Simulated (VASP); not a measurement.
# Ge (Imma) in VASP: a series of runs, part 2 of 2

VASP 6.6.1.

## Step 4: Single point, LDA (engineering shear strain xy -0.0800, normal strain along z +0.0400)

INCAR reads:

```
PREC = Accurate
ENCUT = 520
EDIFF = 1E-6
ISMEAR = 0
SIGMA = 0.15
LREAL = False
LASPH = True
NELM = 80
ALGO = Normal
ISIF = 2
LWAVE = False
LCHARG = False
GGA = CA
NBANDS = 21
```

KPOINTS reads:

```
regular mesh
0
Gamma
  14 14 14
```

POSCAR reads:

```
Ge
1.0
   -0.1124364614      2.8109115346      2.9233479960
    2.8109115346     -0.1124364614      2.9233479960
    2.6984750732      2.6984750732      0.0000000000
Ge
2
Direct
    0.5000000000      0.5000000000      0.5000000000
    0.7500000000      0.7500000000      0.7500000000
```

Potentials or basis: VASP PAW LDA potentials, release 64 (Ge_d).

Launch:

```sh
$ cat potpaw_LDA.64/Ge_d/POTCAR > POTCAR
$ mpirun -np 1 vasp_std > vasp.out
```

OUTCAR:

```text
PREC = Accurate
   ENCUT = 520
   EDIFF = 1E-6
   ISMEAR = 0
   LREAL = False
   LASPH = True
   NELM = 80
   ISIF = 2
   GGA = CA

 ion  position               nearest neighbor table
   1  0.500  0.500  0.500-   2 2.40   2 2.40   2 2.53   2 2.53
   2  0.750  0.750  0.750-   1 2.40   1 2.40   1 2.53   1 2.53

  LATTYP: Found a body centered orthorhombic cell.
 ALAT       =     3.8162200462
 B/A-ratio  =     1.0833333333
 C/A-ratio  =     1.5320646926

  Lattice vectors:

 A1 = (   0.1124364614,  -2.8109115346,  -2.9233479960)
 A2 = (  -0.1124364614,   2.8109115346,  -2.9233479960)
 A3 = (   2.8109115346,  -0.1124364614,   2.9233479960)

Analysis of symmetry for initial positions (statically):
=====================================================================
 Subroutine PRICEL returns:
 Original cell was already a primitive cell.

 Routine SETGRP: Setting up the symmetry group for a
 body centered orthorhombic supercell.

 Subroutine GETGRP returns: Found  8 space group operations
 (whereof  4 operations were pure point group operations)
 out of a pool of  8 trial point group operations.

The static configuration has the point symmetry C_2v.
 The point group associated with its full space group is D_2h.

Analysis of symmetry for dynamics (positions and initial velocities):
=====================================================================
 Subroutine PRICEL returns:
 Original cell was already a primitive cell.

 Routine SETGRP: Setting up the symmetry group for a
 body centered orthorhombic supercell.

 Subroutine GETGRP returns: Found  8 space group operations
 (whereof  4 operations were pure point group operations)
 out of a pool of  8 trial point group operations.

The dynamic configuration has the point symmetry C_2v.
 The point group associated with its full space group is D_2h.

 Subroutine INISYM returns: Found  8 space group operations
[... 111 lines left out ...]
   EFERMI =   0.00;   METHOD = LEGACY
   ISMEAR =     0;   SIGMA  =   0.15  broadening in eV -4-tet -1-fermi 0-gaus
   EFERMI_NEDOS =   21; number of points for ismear=-14 and -15
   IALGO  =     38    algorithm
   IMIX   =      4    mixing-type and parameters
     AMIX     =   0.40;   BMIX     =  1.00
     AMIX_MAG =   1.60;   BMIX_MAG =  1.00
  volume/ion in A,a.u.               =      23.06       155.62
  Fermi-wavevector in a.u.,A,eV,Ry     =   1.386195  2.619529 26.144096  1.921537
  Thomas-Fermi vector in A             =   2.510534
   LORBIT       =      0    0 simple, 1 ext, 2 COOP (PROOUT), +10 PAW based schemes
   GGA     = CA    functional components
   LHFCALC =     F    Hartree Fock is set to
   AEXX    =    0.0000 exact exchange contribution
   IVDW    =     0    specifies the selected vdW correction
   LEPSILON=     F    determine dielectric tensor
   LRPA    =     F    only Hartree local field effects (RPA)
 non-spin polarized calculation
 Gauss-broadening in eV      SIGMA  =   0.15
  energy-cutoff  :      520.00
  volume of cell :       46.12
 maximum number of plane-waves:      1267
   NGX = 15   NGY = 15   NGZ = 15

 number of electron      28.0000008 magnetization

 Free energy of the ion-electron system (eV)
  ---------------------------------------------------
  ext. energy  EPLUGINS =         0.00000000
  ---------------------------------------------------
  free energy    TOTEN  =       -10.29771782 eV

  energy without entropy =      -10.29698778  energy(sigma->0) =      -10.29735280

 E-fermi :   4.5453     XC(G=0): -10.2026

 val. band max:        4.4943837035   @ k =   0.0714   0.0714   0.0000
 cond. band min:       4.5671849405   @ k =   0.0000   0.0000   0.0000
 fundamental gap:      0.0728012370
 Fermi energy:         4.5453279497

 k-point     1 :       0.0000    0.0000    0.0000
  band No.  band energies     occupation
      1     -20.4210      2.00000
      2     -20.3727      2.00000
      3     -20.3457      2.00000
      4     -20.3391      2.00000
      5     -20.3380      2.00000
      6     -20.1739      2.00000
[... 565 lines left out ...]
     20      13.5110      0.00000
     21      14.8188      0.00000

 [... further k-points ...]

------------------------ aborting loop because EDIFF is reached ----------------------------------------

  FORCE on cell =-STRESS in cart. coord.  units (eV):
  Direction    XX          YY          ZZ          XY          YZ          ZX
  --------------------------------------------------------------------------------------
  -------------------------------------------------------------------------------------
  Total       -0.2160376     -0.2160376     -1.1271067      1.7843141      0.0000000     -0.0000000
  in kB       -7.5046509     -7.5046509    -39.1531018     61.9829804      0.0000000     -0.0000000
  external PRESSURE =     -18.0541345 kB  Pullay stress =       0.0000000 kB

 VOLUME and BASIS-vectors are now :
 -----------------------------------------------------------------------------
  energy-cutoff  :      520.00
  volume of cell :       46.12
      direct lattice vectors                 reciprocal lattice vectors
    -0.112436461  2.810911535  2.923347996    -0.171036770  0.171036770  0.171036770
     2.810911535 -0.112436461  2.923347996     0.171036770 -0.171036770  0.171036770
     2.698475073  2.698475073  0.000000000     0.185289835  0.185289835 -0.171036770

 POSITION                                       TOTAL-FORCE (eV/Angst)
 -----------------------------------------------------------------------------------
      2.69848      2.69848      2.92335        -0.000000     -0.000000     -0.597280
      4.04771      4.04771      4.38502         0.000000      0.000000      0.597280
 -----------------------------------------------------------------------------------
    total drift:                                0.000000     -0.000000      0.000000

  FREE ENERGIE OF THE ION-ELECTRON SYSTEM (eV)
  ---------------------------------------------------
  free  energy   TOTEN  =       -10.2977178223 eV

  energy  without entropy=      -10.2969877798  energy(sigma->0) =      -10.29735280
```

OSZICAR:

```text
N       E                     dE             d eps       ncg     rms          rms(c)
DAV:   1     0.192836904405E+03    0.19284E+03   -0.14746E+04 20174   0.358E+03
DAV:   2     0.176171061751E+02   -0.17522E+03   -0.16970E+03 18041   0.613E+02
DAV:   3    -0.953452200325E+01   -0.27152E+02   -0.26961E+02 20611   0.143E+02
DAV:   4    -0.104533469589E+02   -0.91882E+00   -0.91828E+00 20366   0.309E+01
DAV:   5    -0.104682860120E+02   -0.14939E-01   -0.14939E-01 20501   0.436E+00    0.321E+00
DAV:   6    -0.103534567253E+02    0.11483E+00   -0.38452E-02 20044   0.176E+00    0.184E+00
DAV:   7    -0.102971118654E+02    0.56345E-01   -0.77230E-02 20123   0.219E+00    0.152E-01
DAV:   8    -0.102977209207E+02   -0.60906E-03   -0.77349E-03 21038   0.101E+00    0.602E-02
DAV:   9    -0.102977127819E+02    0.81388E-05   -0.29400E-04 22724   0.247E-01    0.299E-02
DAV:  10    -0.102977181045E+02   -0.53226E-05   -0.22601E-05 20855   0.410E-02    0.462E-03
DAV:  11    -0.102977178223E+02    0.28220E-06   -0.14540E-06 15287   0.161E-02
   1 F= -.10297718E+02 E0= -.10297353E+02  d E =-.730043E-03
```

stdout:

```text
POSCAR found type information on POSCAR Ge
 POSCAR found :  1 types and       2 ions
 scaLAPACK will be used
 LDA part: xc-table for (Slater(with rela. corr.)+CA(PZ))
 , standard interpolation
 POSCAR, INCAR and KPOINTS ok, starting setup
 FFT: planning ... GRIDC
 FFT: planning ... GRID_SOFT
 FFT: planning ... GRID
 WAVECAR not read
 entering main loop
```

Run time: 8.3 min. Hardware: 1 thread of Intel Xeon 8259CL, shared host; peak memory 0.4 GiB.

What came out:

- Free energy: -10.2977 eV
- Pressure: -1.8 GPa
- Largest force: 0.597 eV/Å
- Band gap on the k mesh: zero (bands 14 and 15 overlap by 0.42 eV)

Forces in eV/Å, atoms in the order of the input:
```
Ge   0.000  0.000 -0.597
Ge   0.000  0.000  0.597
```

Stress tensor (GPa, compression positive):
```
-0.75  6.20  0.00
 6.20 -0.75  0.00
 0.00  0.00 -3.92
```

Caveat: the cell differs from its parent crystal (engineering shear strain xy -0.0800, normal strain along z +0.0400); semilocal functionals underestimate gaps, and a narrow one can read as zero.

## Step 5: Single point, LDA (engineering shear strain xy -0.0533, normal strain along z +0.0400)

INCAR reads:

```
SYSTEM = Ge
ALGO = Normal ; EDIFF = 1E-7
ENCUT = 520 ; ISIF = 2
ISMEAR = 0 ; LASPH = .TRUE.
LCHARG = .FALSE. ; LREAL = .FALSE.
LWAVE = .FALSE. ; NBANDS = 21
NELM = 60 ; PREC = Accurate
SIGMA = 0.15
```

KPOINTS reads:

```
k-points
0
G
  14 14 14
  0 0 0
```

POSCAR reads:

```
Ge
1.0
   -0.0749107924      2.8109115346      2.9233479960
    2.8109115346     -0.0749107924      2.9233479960
    2.7360007422      2.7360007422      0.0000000000
Ge
2
Direct
    0.5000000000      0.5000000000      0.5000000000
    0.7500000000      0.7500000000      0.7500000000
```

Potentials or basis: VASP PAW LDA potentials, release 64 (Ge_d).

Launch:

```sh
$ cat potpaw_LDA.64/Ge_d/POTCAR > POTCAR
$ mpirun -np 1 vasp_std > vasp.out
```

OUTCAR:

```text
SYSTEM = Ge
   EDIFF = 1E-7
   ENCUT = 520
   ISIF = 2
   ISMEAR = 0
   LASPH = .TRUE.
   LREAL = .FALSE.
   NELM = 60
   PREC = Accurate

 ion  position               nearest neighbor table
   1  0.500  0.500  0.500-   2 2.42   2 2.42   2 2.51   2 2.51
   2  0.750  0.750  0.750-   1 2.42   1 2.42   1 2.51   1 2.51

  LATTYP: Found a body centered orthorhombic cell.
 ALAT       =     3.8692893563
 B/A-ratio  =     1.0547593363
 C/A-ratio  =     1.5110516308

  Lattice vectors:
[... 765 lines left out ...]

------------------------ aborting loop because EDIFF is reached ----------------------------------------

  FORCE on cell =-STRESS in cart. coord.  units (eV):
  Direction    XX          YY          ZZ          XY          YZ          ZX
  --------------------------------------------------------------------------------------
  -------------------------------------------------------------------------------------
  Total       -0.3260352     -0.3260352     -1.2048627      1.1844349      0.0000000      0.0000000
  in kB      -11.3156322    -11.3156322    -41.8168985     41.1079172      0.0000000      0.0000000
  external PRESSURE =     -21.4827210 kB  Pullay stress =       0.0000000 kB

 VOLUME and BASIS-vectors are now :
 -----------------------------------------------------------------------------
  energy-cutoff  :      520.00
  volume of cell :       46.16
      direct lattice vectors                 reciprocal lattice vectors
    -0.074910792  2.810911535  2.923347996    -0.173260840  0.173260840  0.171036770
     2.810911535 -0.074910792  2.923347996     0.173260840 -0.173260840  0.171036770
     2.736000742  2.736000742  0.000000000     0.182748488  0.182748488 -0.171036770

 POSITION                                       TOTAL-FORCE (eV/Angst)
 -----------------------------------------------------------------------------------
      2.73600      2.73600      2.92335        -0.000000     -0.000000     -0.395617
      4.10400      4.10400      4.38502         0.000000      0.000000      0.395617
 -----------------------------------------------------------------------------------
    total drift:                                0.000000     -0.000000      0.000000

  FREE ENERGIE OF THE ION-ELECTRON SYSTEM (eV)
  ---------------------------------------------------
  free  energy   TOTEN  =       -10.3371753686 eV

  energy  without entropy=      -10.3363681484  energy(sigma->0) =      -10.33677176
```

OSZICAR:

```text
N       E                     dE             d eps       ncg     rms          rms(c)
DAV:   1     0.194414445672E+03    0.19441E+03   -0.14755E+04 20021   0.357E+03
DAV:   2     0.178359643366E+02   -0.17658E+03   -0.17096E+03 18056   0.620E+02
DAV:   3    -0.955661808699E+01   -0.27393E+02   -0.27214E+02 20656   0.144E+02
DAV:   4    -0.104889413763E+02   -0.93232E+00   -0.93186E+00 20316   0.312E+01
DAV:   5    -0.105041957186E+02   -0.15254E-01   -0.15254E-01 20514   0.441E+00    0.320E+00
DAV:   6    -0.103923710396E+02    0.11182E+00   -0.36371E-02 20206   0.170E+00    0.183E+00
DAV:   7    -0.103365266958E+02    0.55844E-01   -0.72567E-02 19497   0.208E+00    0.144E-01
DAV:   8    -0.103371571091E+02   -0.63041E-03   -0.65754E-03 20839   0.954E-01    0.508E-02
DAV:   9    -0.103371728219E+02   -0.15713E-04   -0.17138E-04 21941   0.168E-01    0.223E-02
DAV:  10    -0.103371755848E+02   -0.27629E-05   -0.16064E-05 25752   0.460E-02    0.439E-03
DAV:  11    -0.103371753815E+02    0.20328E-06   -0.16520E-06 20845   0.125E-02    0.119E-03
DAV:  12    -0.103371753686E+02    0.12951E-07   -0.19065E-07 17602   0.339E-03
   1 F= -.10337175E+02 E0= -.10336772E+02  d E =-.807220E-03
```

Wall time 6.2 min (1 thread of Intel Xeon 8259CL, shared host); peak memory 0.4 GiB.

What came out:

| Property | Result |
| --- | --- |
| Free energy | -10.3372 eV |
| Pressure | -2.1 GPa |
| Largest force | 0.396 eV/Å |
| Band gap on the k mesh | zero (bands 14 and 15 overlap by 0.27 eV) |

Forces in eV/Å, atoms in the order of the input:
```
Ge   0.000  0.000 -0.396
Ge   0.000  0.000  0.396
```

Caveat: the cell differs from its parent crystal (engineering shear strain xy -0.0533, normal strain along z +0.0400); semilocal functionals underestimate gaps, and a narrow one can read as zero.

## Step 6: Summary

| cell | gap on the mesh (eV) | pressure (GPa) | largest force (eV/Å) |
| --- | --- | --- | --- |
| a = 3.977, b = 3.977, c = 3.816 Å, angles 61.3, 61.3, 62.6°, 2 atoms | none | 0.9 | 0.72 |
| a = 4.003, b = 4.003, c = 3.816 Å, angles 61.5, 61.5, 62.2°, 2 atoms | none | -0.1 | 0.68 |
| a = 4.057, b = 4.057, c = 3.816 Å, angles 61.9, 61.9, 61.3°, 2 atoms | none | -1.8 | 0.60 |
| a = 4.056, b = 4.056, c = 3.869 Å, angles 61.5, 61.5, 60.4°, 2 atoms | none | -2.1 | 0.40 |

Alike in all rows: task single point; level LDA; potentials or basis VASP PAW LDA potentials, release 64 (Ge_d); no spin polarisation; k mesh 14 × 14 × 14; cutoff (eV) 520; smearing gaussian 0.15 eV.

Caveats: semilocal functionals underestimate gaps, and a narrow one can read as zero.

Absolute energies hang on the potentials; compare differences alone.

The gap in the log of VASP goes by the Fermi energy; the results here count the filled bands.